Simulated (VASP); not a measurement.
# NaSnCl3 (Pm-3m) in VASP: a series of runs, part 2 of 2

VASP 6.6.1. Earlier steps stand in the parts before.

### Step 6. Single point, r2SCAN

Contents of POSCAR:

```
NaSnCl3
1.0
    5.5280093454      0.0000000000      0.0000000000
    0.0000000000      5.5280093454      0.0000000000
    0.0000000000      0.0000000000      5.5280093454
Na Sn Cl
1 1 3
Direct
    0.0000000000      0.0000000000      0.0000000000
    0.5000000000      0.5000000000      0.5000000000
    0.5000000000      0.5000000000      0.0000000000
    0.5000000000      0.0000000000      0.5000000000
    0.0000000000      0.5000000000      0.5000000000
```

Contents of INCAR.step1:

```
PREC = Accurate ; ENCUT = 520
ISMEAR = 0 ; SIGMA = 0.01
LREAL = F ; LASPH = T
NELM = 100 ; NBANDS = 29
GGA = PE ; ALGO = Normal
EDIFF = 1E-4 ; LWAVE = T
LCHARG = F
```

Contents of INCAR.step2:

```
PREC = Accurate ; ENCUT = 520
EDIFF = 1E-6 ; ISMEAR = 0
SIGMA = 0.01 ; LREAL = F
LASPH = T ; NELM = 100
ALGO = Normal ; ISIF = 2
LWAVE = F ; LCHARG = F
METAGGA = R2SCAN ; LMIXTAU = T
NBANDS = 29 ; ISTART = 1
```

Contents of KPOINTS:

```
regular mesh
0
Gamma
  6 6 6
```

Potentials or basis: VASP PAW PBE potentials, release 64 (Na_pv, Sn_d, Cl).

Command:

```sh
$ cat potpaw_PBE.64/Na_pv/POTCAR potpaw_PBE.64/Sn_d/POTCAR potpaw_PBE.64/Cl/POTCAR > POTCAR
$ cp INCAR.step1 INCAR
$ mpirun -np 1 vasp_std > vasp.out
$ cp INCAR.step2 INCAR
$ mpirun -np 1 vasp_std > vasp.out
```

OUTCAR:

```text
PREC = Accurate
   ENCUT = 520
   EDIFF = 1E-6
   ISMEAR = 0
   LREAL = F
   LASPH = T
   NELM = 100
   ISIF = 2
   METAGGA = R2SCAN
   ISTART = 1

 ion  position               nearest neighbor table
   1  0.000  0.000  0.000-
   2  0.500  0.500  0.500-   3 2.76   4 2.76   5 2.76   3 2.76   4 2.76   5 2.76
   3  0.500  0.500  0.000-   2 2.76   2 2.76
   4  0.500  0.000  0.500-   2 2.76   2 2.76
   5  0.000  0.500  0.500-   2 2.76   2 2.76

  LATTYP: Found a simple cubic cell.
 ALAT       =     5.5280093454

  Lattice vectors:

 A1 = (   5.5280093454,   0.0000000000,   0.0000000000)
 A2 = (   0.0000000000,   5.5280093454,   0.0000000000)
 A3 = (   0.0000000000,   0.0000000000,   5.5280093454)

Analysis of symmetry for initial positions (statically):
=====================================================================
 Subroutine PRICEL returns:
 Original cell was already a primitive cell.

 Routine SETGRP: Setting up the symmetry group for a
 simple cubic supercell.

 Subroutine GETGRP returns: Found 48 space group operations
 (whereof 48 operations were pure point group operations)
 out of a pool of 48 trial point group operations.

The static configuration has the point symmetry O_h .

Analysis of symmetry for dynamics (positions and initial velocities):
=====================================================================
 Subroutine PRICEL returns:
 Original cell was already a primitive cell.

 Routine SETGRP: Setting up the symmetry group for a
 simple cubic supercell.

 Subroutine GETGRP returns: Found 48 space group operations
 (whereof 48 operations were pure point group operations)
 out of a pool of 48 trial point group operations.

The dynamic configuration has the point symmetry O_h .

[... 115 lines left out ...]
   EFERMI_NEDOS =   21; number of points for ismear=-14 and -15
   IALGO  =     38    algorithm
   IMIX   =      4    mixing-type and parameters
     AMIX     =   0.40;   BMIX     =  1.00
     AMIX_MAG =   1.60;   BMIX_MAG =  1.00
  volume/ion in A,a.u.               =      33.79       228.00
  Fermi-wavevector in a.u.,A,eV,Ry     =   1.029412  1.945306 14.417941  1.059689
  Thomas-Fermi vector in A             =   2.163458
   LORBIT       =      0    0 simple, 1 ext, 2 COOP (PROOUT), +10 PAW based schemes
   METAGGA = R2SCAN    functional components
   LHFCALC =     F    Hartree Fock is set to
   AEXX    =    0.0000 exact exchange contribution
   IVDW    =     0    specifies the selected vdW correction
   LEPSILON=     F    determine dielectric tensor
   LRPA    =     F    only Hartree local field effects (RPA)
 non-spin polarized calculation
 Gauss-broadening in eV      SIGMA  =   0.01
  energy-cutoff  :      520.00
  volume of cell :      168.93
 maximum number of plane-waves:      4632
 NGX is ok and might be reduce to    42
   NGX = 21   NGY = 21   NGZ = 21

 number of electron      41.9999989 magnetization

 Free energy of the ion-electron system (eV)
  ---------------------------------------------------
  ext. energy  EPLUGINS =         0.00000000
  ---------------------------------------------------
  free energy    TOTEN  =       -52.82849172 eV

  energy without entropy =      -52.82849172  energy(sigma->0) =      -52.82849172

 E-fermi :   2.4793     XC(G=0):  -7.5059

 val. band max:        2.4085859645   @ k =   0.5000   0.5000   0.5000
 cond. band min:       3.3674704087   @ k =   0.5000   0.5000   0.5000
 fundamental gap:      0.9588844442
 Fermi energy:         2.4792888523

 k-point     1 :       0.0000    0.0000    0.0000
  band No.  band energies     occupation
      1     -25.1290      2.00000
      2     -25.1290      2.00000
      3     -25.1290      2.00000
      4     -20.6509      2.00000
      5     -20.6509      2.00000
      6     -20.5986      2.00000
[... 629 lines left out ...]
     28       7.9387      0.00000
     29       9.2413      0.00000

------------------------ aborting loop because EDIFF is reached ----------------------------------------

  FORCE on cell =-STRESS in cart. coord.  units (eV):
  Direction    XX          YY          ZZ          XY          YZ          ZX
  --------------------------------------------------------------------------------------
  -------------------------------------------------------------------------------------
  Total       -0.1813161     -0.1813161     -0.1813161     -0.0000000     -0.0000000      0.0000000
  in kB       -1.7196524     -1.7196524     -1.7196524     -0.0000000     -0.0000000      0.0000000
  external PRESSURE =      -1.7196524 kB  Pullay stress =       0.0000000 kB

 VOLUME and BASIS-vectors are now :
 -----------------------------------------------------------------------------
  energy-cutoff  :      520.00
  volume of cell :      168.93
      direct lattice vectors                 reciprocal lattice vectors
     5.528009345  0.000000000  0.000000000     0.180896945  0.000000000  0.000000000
     0.000000000  5.528009345  0.000000000     0.000000000  0.180896945  0.000000000
     0.000000000  0.000000000  5.528009345     0.000000000  0.000000000  0.180896945

 POSITION                                       TOTAL-FORCE (eV/Angst)
 -----------------------------------------------------------------------------------
      0.00000      0.00000      0.00000         0.000000      0.000000      0.000000
      2.76400      2.76400      2.76400         0.000000      0.000000      0.000000
      2.76400      2.76400      0.00000         0.000000      0.000000      0.000000
      2.76400      0.00000      2.76400         0.000000      0.000000      0.000000
      0.00000      2.76400      2.76400         0.000000      0.000000      0.000000
 -----------------------------------------------------------------------------------
    total drift:                                0.000000     -0.000000     -0.000000

  FREE ENERGIE OF THE ION-ELECTRON SYSTEM (eV)
  ---------------------------------------------------
  free  energy   TOTEN  =       -52.8284917160 eV

  energy  without entropy=      -52.8284917160  energy(sigma->0) =      -52.82849172
```

OUTCAR.step1:

```text
PREC = Accurate
   ENCUT = 520
   ISMEAR = 0
   LREAL = F
[... 866 lines left out ...]
      2.76400      2.76400      2.76400         0.000000      0.000000      0.000000
      2.76400      2.76400      0.00000         0.000000      0.000000      0.000000
      2.76400      0.00000      2.76400         0.000000      0.000000      0.000000
      0.00000      2.76400      2.76400         0.000000      0.000000      0.000000
 -----------------------------------------------------------------------------------
    total drift:                                0.000000     -0.000000     -0.000000

  FREE ENERGIE OF THE ION-ELECTRON SYSTEM (eV)
  ---------------------------------------------------
  free  energy   TOTEN  =       -16.3996714475 eV

  energy  without entropy=      -16.3996714475  energy(sigma->0) =      -16.39967145
```

OSZICAR.step1:

```text
N       E                     dE             d eps       ncg     rms          rms(c)
DAV:   1     0.412721985452E+03    0.41272E+03   -0.19357E+04  1200   0.147E+03
DAV:   2     0.435926084848E+02   -0.36913E+03   -0.35450E+03  1330   0.371E+02
DAV:   3    -0.144547029632E+02   -0.58047E+02   -0.56930E+02  1363   0.148E+02
DAV:   4    -0.173100736212E+02   -0.28554E+01   -0.28319E+01  1387   0.373E+01
DAV:   5    -0.174000671693E+02   -0.89994E-01   -0.89959E-01  1514   0.652E+00    0.650E+00
DAV:   6    -0.165116634092E+02    0.88840E+00   -0.14541E+00  1554   0.657E+00    0.388E+00
DAV:   7    -0.164145007456E+02    0.97163E-01   -0.35616E-01  1359   0.268E+00    0.202E+00
DAV:   8    -0.164009247187E+02    0.13576E-01   -0.45209E-02  1290   0.168E+00    0.359E-01
DAV:   9    -0.163996239771E+02    0.13007E-02   -0.54300E-03  1705   0.523E-01    0.184E-01
DAV:  10    -0.163996588307E+02   -0.34854E-04   -0.32318E-03  1225   0.337E-01    0.300E-02
DAV:  11    -0.163996714475E+02   -0.12617E-04   -0.17783E-04  1227   0.111E-01
   1 F= -.16399671E+02 E0= -.16399671E+02  d E =-.945488-102
```

It took 2.6 min on 1 thread of Intel Xeon 6975P-C (Granite Rapids), shared host; peak memory 0.34 GiB.

Results:

| Quantity | Value |
| --- | --- |
| Free energy | -52.8285 eV |
| Pressure | -0.2 GPa |
| Band gap on the k mesh | 0.96 eV |

Levels at points of the mesh, in eV from the valence-band top:
```csv
k point,band 17,band 18,band 19,band 20,band 21,band 22,band 23,band 24,band 25,band 26
"(0.00, 0.00, 0.00)",-4.11,-4.11,-4.09,-4.09,-4.09,1.01,5.05,5.05,5.35,5.35
"(0.50, 0.00, 0.00)",-4.32,-4.20,-4.09,-4.09,-2.48,1.99,2.37,3.28,4.70,4.70
"(0.50, 0.50, 0.00)",-4.46,-4.30,-4.30,-3.65,-1.19,1.48,1.48,2.76,4.15,4.43
"(0.50, 0.50, 0.50)",-4.45,-3.65,-3.65,-3.65,0.00,0.96,0.96,0.96,2.04,5.53
```

Caveat: the PAW data sets were made with another functional, which shifts forces and pressure a little; spin-orbit coupling is left out, which moves the levels of the heavy elements. A k mesh can miss the band edges.

### Step 7. Overview

```tsv
level	cell	k mesh	gap on the mesh (eV)	pressure (GPa)
r2SCAN	a = 5.528 Å, 5 atoms	4 × 4 × 4	0.96	0.0
r2SCAN	a = 5.583 Å, 5 atoms	4 × 4 × 4	1.13	-0.7
r2SCAN	a = 5.636 Å, 5 atoms	4 × 4 × 4	1.29	-1.3
PBE	a = 5.528 Å, 5 atoms	6 × 6 × 6	0.61	0.4
r2SCAN	a = 5.528 Å, 5 atoms	6 × 6 × 6	0.96	-0.2
```

Alike in all rows: task single point; potentials or basis VASP PAW PBE potentials, release 64 (Na_pv, Sn_d, Cl); no spin polarisation; cutoff (eV) 520; smearing gaussian 0.01 eV.

On the cell as given the gap runs from 0.61 eV (PBE) to 0.96 eV (r2SCAN); the meshes differ, which moves gaps too. The pressure there spans -0.2 GPa (r2SCAN) to 0.4 GPa (PBE); a positive pressure means that this level wants a larger cell, a negative one a smaller.

Caveats: spin-orbit coupling is left out, which moves the levels of the heavy elements; the PAW data sets were made with another functional, which shifts forces and pressure a little (at least some runs); semilocal functionals underestimate gaps, and a narrow one can read as zero (at least some runs).

Absolute energies hang on the potentials; compare differences alone.
